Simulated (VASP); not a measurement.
A run of VASP 6.6.1:

Contents of INCAR:

```
SYSTEM = As
  ALGO = Normal
  EDIFF = 1E-6
  EDIFFG = -0.01
  ENCUT = 600
  GGA = PS
  IBRION = 2
  ISIF = 3
  ISMEAR = 0
  LASPH = .True.
  LCHARG = .False.
  LREAL = .False.
  LWAVE = .False.
  NELM = 80
  NSW = 100
  PREC = Accurate
  SIGMA = 0.1
```

File KPOINTS:

```
k-points
0
Gamma
  12 12 8
  0 0 0
```

Contents of POSCAR:

```
As
1.0
    4.5477399073      0.0000000000      0.0000000000
   -2.2738699536      3.9384582895      0.0000000000
    0.0000000000      0.0000000000      5.6127310873
As
4
Direct
    0.3333333333      0.6666666667      0.4703436081
    0.6666666667      0.3333333333      0.9703436081
    0.6666666667      0.3333333333      0.5296563919
    0.3333333333      0.6666666667      0.0296563919
```

Potentials or basis: VASP PAW PBE potentials, release 64 (As).

The run is started by

```console
$ cat potpaw_PBE.64/As/POTCAR > POTCAR
$ mpirun -np 1 vasp_std > vasp.out
```

Hardware: 1 thread of Intel Xeon 8259CL, on a shared host.

Question: Estimate the wall time of this run.

Answer: It took 9.3 min on 1 thread of Intel Xeon 8259CL, with other jobs on the host, peak memory 0.33 GiB. Counts: scf iterations 37, k points 95, ion steps 7.
